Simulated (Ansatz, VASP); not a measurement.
## Two plane-wave programs on S

```
CELL_PARAMETERS angstrom
2.57054 0.00000 0.00000
0.00000 2.57054 0.00000
0.00000 0.00000 2.57054
ATOMIC_POSITIONS crystal
S 0.00000 0.00000 0.00000
```

Alike in both runs: functional r2SCAN; k mesh 16 × 16 × 16; occupations gaussian, width 0.1 eV; no spin polarisation.

Ansatz relaxed the structure, and its values are those at the end. VASP's run is a single point on that final structure, the one shown.

|  | VASP | Ansatz |
| --- | --- | --- |
| version | VASP 6.6.1 | Ansatz 0.2.0 |
| potentials or method | VASP PAW PBE potentials, release 64 (S), cutoff 520 eV | scalar-relativistic, plane waves, PAW |
| valence electrons in the cell | 6 | 6 |

Ansatz gave:

* gap on the k mesh at the Fermi level (eV): none
* pressure (GPa): 0.0

Question: Which values does VASP return?

Answer: gap on the k mesh at the Fermi level (eV): none; pressure (GPa): -0.3.

VASP's potentials were made for PBE, not for r2SCAN. A gap of «none» marks a metal or a gap that the smearing closes.
